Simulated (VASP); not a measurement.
# TePb (Fm-3m) in VASP: single point with PBE

Aim: the single point of TePb with PBE.

Everything below comes from runs of VASP 6.6.1. Logs are shortened: lines on timing, memory, paths and dates and some standing lists are left out, and cuts for length are marked.

### Step 1. The cell of the first run

It takes space group Fm-3m (No. 225, cubic). The conventional cell has a = 6.430 Å, b = 6.430 Å, c = 6.430 Å, α = 90.00°, β = 90.00°, γ = 90.00°. Within 4.2 Å of Pb (site symmetry m-3m) lie 6 Te at 3.22 Å. Within 4.2 Å of Te (site symmetry m-3m) lie 6 Pb at 3.22 Å.

### Step 2. Single point, PBE

Input file INCAR:

```
PREC = Accurate
ENCUT = 500
EDIFF = 1E-6
ISMEAR = -1
SIGMA = 0.1
LREAL = False
LASPH = True
NELM = 120
ALGO = Normal
ISIF = 2
LWAVE = False
LCHARG = False
GGA = PE
NBANDS = 17
GGA_COMPAT = False
```

Input file KPOINTS:

```
Automatic mesh
0
Gamma
  7 7 7
```

Input file POSCAR:

```
TePb
1.0
    0.0000000000      3.2150050000      3.2150050000
    3.2150050000      0.0000000000      3.2150050000
    3.2150050000      3.2150050000      0.0000000000
Pb Te
1 1
Direct
    0.0000000000      0.0000000000      0.0000000000
    0.5000000000      0.5000000000      0.5000000000
```

Potentials or basis: VASP PAW PBE potentials, release 64 (Pb_d, Te).

Run with:

```sh
cat potpaw_PBE.64/Pb_d/POTCAR potpaw_PBE.64/Te/POTCAR > POTCAR
mpirun -np 1 vasp_std > vasp.out
```

OUTCAR:

```text
PREC = Accurate
   ENCUT = 500
   EDIFF = 1E-6
   ISMEAR = -1
   LREAL = False
   LASPH = True
   NELM = 120
   ISIF = 2
   GGA = PE

 ion  position               nearest neighbor table
   1  0.000  0.000  0.000-   2 3.22   2 3.22   2 3.22   2 3.22   2 3.22   2 3.22
   2  0.500  0.500  0.500-   1 3.22   1 3.22   1 3.22   1 3.22   1 3.22   1 3.22

  LATTYP: Found a face centered cubic cell.
 ALAT       =     6.4300100000

  Lattice vectors:

 A1 = (   0.0000000000,   3.2150050000,   3.2150050000)
 A2 = (   3.2150050000,   0.0000000000,   3.2150050000)
 A3 = (   3.2150050000,   3.2150050000,   0.0000000000)

Analysis of symmetry for initial positions (statically):
=====================================================================
 Subroutine PRICEL returns:
 Original cell was already a primitive cell.

 Routine SETGRP: Setting up the symmetry group for a
 face centered cubic supercell.

 Subroutine GETGRP returns: Found 48 space group operations
 (whereof 48 operations were pure point group operations)
 out of a pool of 48 trial point group operations.

The static configuration has the point symmetry O_h .

Analysis of symmetry for dynamics (positions and initial velocities):
=====================================================================
 Subroutine PRICEL returns:
 Original cell was already a primitive cell.

 Routine SETGRP: Setting up the symmetry group for a
 face centered cubic supercell.

 Subroutine GETGRP returns: Found 48 space group operations
 (whereof 48 operations were pure point group operations)
 out of a pool of 48 trial point group operations.

The dynamic configuration has the point symmetry O_h .

 Subroutine INISYM returns: Found 48 space group operations
 (whereof 48 operations are pure point group operations),
 and found     1 'primitive' translations

----------------------------------------------------------------------------------------

                                     Primitive cell

  volume of cell :      66.4622

  direct lattice vectors                    reciprocal lattice vectors
     0.000000000  3.215005000  3.215005000    -0.155520753  0.155520753  0.155520753
     3.215005000  0.000000000  3.215005000     0.155520753 -0.155520753  0.155520753
     3.215005000  3.215005000  0.000000000     0.155520753  0.155520753 -0.155520753

  length of vectors
[... 66 lines left out ...]
   NGXF,Y,Z  is equivalent  to a cutoff of  26.33, 26.33, 26.33 a.u.
 SYSTEM =  unknown system
   PREC   = accura    normal or accurate (medium, high low for compatibility)
   ISTART =      0    job   : 0-new  1-cont  2-samecut
   ICHARG =      2    charge: 1-file 2-atom 10-const
   ISPIN  =      1    spin polarized calculation?
   LNONCOLLINEAR =      F non collinear calculations
   LSORBIT =      F    spin-orbit coupling
   LASPH  =      T    aspherical Exc in radial PAW
   ENCUT  =  500.0 eV  36.75 Ry    6.06 a.u.   8.29  8.29  8.29*2*pi/ulx,y,z
   NELM   =    120;   NELMIN=  2; NELMDL= -5     # of ELM steps
   EDIFF  = 0.1E-05   stopping-criterion for ELM
   LREAL  =      F    real-space projection
[... 7 lines left out ...]
   TEBEG  =    0.0;   TEEND  =   0.0 temperature during run
   PSTRESS=    0.0 pullay stress
   NELECT =      20.0000    total number of electrons
   NUPDOWN=      -1.0000    fix difference up-down
   EMIN   =  10.00;   EMAX   =-10.00  energy-range for DOS
   EFERMI =   0.00;   METHOD = LEGACY
   ISMEAR =    -1;   SIGMA  =   0.10  broadening in eV -4-tet -1-fermi 0-gaus
   EFERMI_NEDOS =   21; number of points for ismear=-14 and -15
   IALGO  =     38    algorithm
   IMIX   =      4    mixing-type and parameters
     AMIX     =   0.40;   BMIX     =  1.00
     AMIX_MAG =   1.60;   BMIX_MAG =  1.00
  volume/ion in A,a.u.               =      33.23       224.25
  Fermi-wavevector in a.u.,A,eV,Ry     =   1.097050  2.073124 16.374873  1.203519
  Thomas-Fermi vector in A             =   2.233403
   LORBIT       =      0    0 simple, 1 ext, 2 COOP (PROOUT), +10 PAW based schemes
   GGA     = PE    functional components
   LHFCALC =     F    Hartree Fock is set to
   AEXX    =    0.0000 exact exchange contribution
   IVDW    =     0    specifies the selected vdW correction
   LEPSILON=     F    determine dielectric tensor
   LRPA    =     F    only Hartree local field effects (RPA)
 non-spin polarized calculation
  energy-cutoff  :      500.00
  volume of cell :       66.46
 maximum number of plane-waves:      1716
 NGX is ok and might be reduce to    36
   NGX = 17   NGY = 17   NGZ = 17

 number of electron      20.0000001 magnetization

 Free energy of the ion-electron system (eV)
  ---------------------------------------------------
  ext. energy  EPLUGINS =         0.00000000
  ---------------------------------------------------
  free energy    TOTEN  =        -7.48733357 eV

  energy without entropy =       -7.48666118  energy(sigma->0) =       -7.48699737

 E-fermi :   6.2366     XC(G=0):  -9.3682

 val. band max:        5.7135753661   @ k =   0.4286   0.0000   0.0000
 cond. band min:       6.7024861943   @ k =   0.4286   0.0000   0.0000
 fundamental gap:      0.9889108283
 Fermi energy:         6.2365731267

 k-point     1 :       0.0000    0.0000    0.0000
  band No.  band energies     occupation
      1     -10.9260      2.00000
      2     -10.9260      2.00000
      3     -10.9155      2.00000
      4     -10.9155      2.00000
      5     -10.9155      2.00000
      6      -6.3267      2.00000
[... 377 lines left out ...]
      4     -10.9033      2.00000
      5     -10.8895      2.00000
      6      -4.4648      2.00000
[... 9 lines left out ...]
     16      16.1298      0.00000
     17      16.6372      0.00000

------------------------ aborting loop because EDIFF is reached ----------------------------------------

  FORCE on cell =-STRESS in cart. coord.  units (eV):
  Direction    XX          YY          ZZ          XY          YZ          ZX
  --------------------------------------------------------------------------------------
  -------------------------------------------------------------------------------------
  Total        1.1561920      1.1561920      1.1561920      0.0000000      0.0000000      0.0000000
  in kB       27.8718377     27.8718377     27.8718377      0.0000000      0.0000000      0.0000000
  external PRESSURE =      27.8718377 kB  Pullay stress =       0.0000000 kB

 VOLUME and BASIS-vectors are now :
 -----------------------------------------------------------------------------
  energy-cutoff  :      500.00
  volume of cell :       66.46
      direct lattice vectors                 reciprocal lattice vectors
     0.000000000  3.215005000  3.215005000    -0.155520753  0.155520753  0.155520753
     3.215005000  0.000000000  3.215005000     0.155520753 -0.155520753  0.155520753
     3.215005000  3.215005000  0.000000000     0.155520753  0.155520753 -0.155520753

 POSITION                                       TOTAL-FORCE (eV/Angst)
 -----------------------------------------------------------------------------------
      0.00000      0.00000      0.00000         0.000000      0.000000     -0.000000
      3.21501      3.21501      3.21501         0.000000      0.000000      0.000000
 -----------------------------------------------------------------------------------
    total drift:                               -0.000000      0.000000      0.000000

  FREE ENERGIE OF THE ION-ELECTRON SYSTEM (eV)
  ---------------------------------------------------
  free  energy   TOTEN  =        -7.4873335725 eV

  energy  without entropy=       -7.4866611763  energy(sigma->0) =       -7.48699737
```

Run time: 9.7 s. Hardware: 1 thread of Intel Xeon 6975P-C (Granite Rapids), shared host; peak memory 0.2 GiB.

Results:

| Quantity | Value |
| --- | --- |
| Free energy | -7.4873 eV |
| Pressure | 2.8 GPa |

Levels at points of the mesh, in eV from the Fermi level:
```csv
k point,band 7,band 8,band 9,band 10,band 11,band 12,band 13,band 14
"(0.00, 0.00, 0.00)",-5.97,-1.82,-1.82,-1.82,3.68,3.68,3.68,5.34
```

Caveat: this odd mesh misses L, where the gap lies, so gap, dielectric constants and Born charges aren't listed; spin-orbit coupling is left out, which moves the levels of the heavy elements.
